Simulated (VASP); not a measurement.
# B: single point with BLYP

B:

```
B
1.0
    -1.17266    1.17266    1.17266
     1.17266   -1.17266    1.17266
     1.17266    1.17266   -1.17266
B
1
Cartesian
  0.0000 0.0000 0.0000
```

- Program: VASP 6.6.1
- Task: single point
- Functional: BLYP
- Potentials or basis: VASP PAW PBE potentials, release 64 (B)
- Cutoff: 520 eV
- k mesh: 31 × 31 × 31
- Occupations: fermi-dirac, width 0.1 eV
- Spin: no spin polarisation

| Property | Result |
| --- | --- |
| Pressure | -0.1 GPa |

Levels at points of the mesh, in eV from the Fermi level:
```
           k point  band 1  band 2  band 3  band 4
(0.00, 0.00, 0.00)  -17.86   14.45   14.45   14.45
```

Wall time 55 s on 1 thread of AMD EPYC 7R43 64-Core Processor (Zen 3), on a shared host, peak memory 0.1 GiB.

Caveat: the PAW data sets were made with another functional, which shifts forces and pressure a little.
